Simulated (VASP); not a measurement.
Li:

```
CELL_PARAMETERS angstrom
1.70855 -2.18843 0.00000
1.70855 2.18843 0.00000
0.00000 0.00000 1.94692
ATOMIC_POSITIONS crystal
Li 0.50000 0.50000 0.00000
```

| Quantity | Value |
| --- | --- |
| Program | VASP 6.6.1 |
| Task | relaxation of cell and atoms |
| Functional | PBE |
| Potentials or basis | VASP PAW PBE potentials, release 64 (Li_sv) |
| Cutoff | 600 eV |
| k mesh | 6 × 6 × 8 |
| Occupations | gaussian, width 0.1 eV |
| Spin | no spin polarisation |

At the start: pressure 8.1 GPa; volume 14.56 Å³/atom.

**Question.** How do energy, volume and symmetry change on relaxing?

**Answer.** Over 13 steps the energy falls by 450.2 meV/atom and the volume is 18.20 Å³/atom (+25.0 %); space group Cmmm (No. 65, to 0.05 Å).

Step by step:
| step | energy change (eV) | largest force (eV/Å) | pressure (GPa) | volume (Å³) |
| --- | --- | --- | --- | --- |
| 1 | 0.0000 | 0.0000 | 8.06 | 14.56 |
| 2 | -0.3131 | 0.0000 | 4.56 | 16.04 |
| 3 | -0.4213 | 0.0000 | -1.03 | 18.22 |
| 4 | -0.4377 | 0.0000 | 0.49 | 17.64 |
| 5 | -0.4376 | 0.0000 | 0.64 | 17.59 |
| 6 | -0.4397 | 0.0000 | 0.45 | 17.77 |
| 7 | -0.4452 | 0.0000 | -0.08 | 18.31 |
| 8 | -0.4431 | 0.0000 | -1.22 | 19.39 |
| 9 | -0.4472 | 0.0000 | -0.57 | 18.73 |
| 10 | -0.4494 | 0.0000 | -0.44 | 18.56 |
| 11 | -0.4498 | 0.0000 | -0.36 | 18.46 |
| 12 | -0.4498 | 0.0000 | -0.34 | 18.44 |
| 13 | -0.4502 | 0.0000 | -0.10 | 18.20 |

Final structure:
```
Li
1.0
     1.51218   -2.41921    0.00000
     1.51218    2.41921    0.00000
     0.00000    0.00000    2.48800
Li
1
Cartesian
  1.5122 0.0000 0.0000
```

Caveat: the k points lie up to 0.41 Å⁻¹ apart in the final cell; the cutoff is under 1.25 times the usual one of these potentials, so pressure, stress and relaxed cells hold a basis-set (Pulay) error; the volume moved by over 15 % at a fixed basis, so the end points are rough.
